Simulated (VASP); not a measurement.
Wanted: the native input for a VASP 6.6.1 run.

* Task: single point
* Functional: PBE
* Potentials or basis: VASP PAW PBE potentials, release 64 (Cs_sv, Rh_pv)
* Cutoff: 520 eV
* k mesh: 4 × 4 × 4
* Occupations: gaussian, width 0.1 eV
* Spin: no spin polarisation
* Dipole correction: no
* Further INCAR settings: ALGO = Fast; EDIFF = 1e-07; NBANDS = 48

The structure of CsRh2 lies in POSCAR:

```
CsRh2
1.0
    4.4181464306      0.0000000000      0.0000000000
    0.0000000000      4.4181464306      0.0000000000
    0.0000000000      0.0000000000      6.7412149069
Cs Rh
2 4
Direct
    0.0000000000      0.5000000000      0.7000000000
    0.5000000000      0.0000000000      0.3000000000
    0.0000000000      0.0000000000      0.0000000000
    0.5000000000      0.5000000000      0.0000000000
    0.0000000000      0.5000000000      0.2700000000
    0.5000000000      0.0000000000      0.7300000000
```

These files were run (other wordings do the same):

INCAR

```
SYSTEM = CsRh2
PREC     = Accurate       ! precision mode
ENCUT    = 520            ! plane-wave cutoff, eV
EDIFF    = 1E-7           ! SCF threshold, eV
ISMEAR   = 0              ! smearing method
SIGMA    = 0.1            ! smearing width, eV
LREAL    = .FALSE.        ! projectors in reciprocal space
LASPH    = .TRUE.         ! aspherical terms in the spheres
NELM     = 80             ! most SCF steps
ALGO     = Fast           ! electronic algorithm
ISIF     = 2              ! what is computed and relaxed
LWAVE    = .FALSE.        ! write WAVECAR
LCHARG   = .FALSE.        ! write CHGCAR
GGA      = PE             ! functional
NBANDS   = 48             ! bands
```

KPOINTS

```
Automatic mesh
0
G
  4 4 4
  0 0 0
```

Potentials or basis: VASP PAW PBE potentials, release 64 (Cs_sv, Rh_pv).

Command:

```bash
$ cat potpaw_PBE.64/Cs_sv/POTCAR potpaw_PBE.64/Rh_pv/POTCAR > POTCAR
$ mpirun -np 1 vasp_std > vasp.out
```

It gave:

```yaml
Pressure: 0.7 GPa
Largest_force: 1.933 eV/Å
Band_gap_on_the_k_mesh: zero (bands 39 and 40 overlap by 0.34 eV)
```

Caveat: spin-orbit coupling is left out, which moves the levels of the heavy elements; forces of over 1 eV/Å act on the atoms, so gaps and moduli don't describe the material at rest.

It took 89 s on 1 thread of AMD EPYC 9R45 96-Core Processor (Zen 5), on a shared host, peak memory 0.25 GiB.
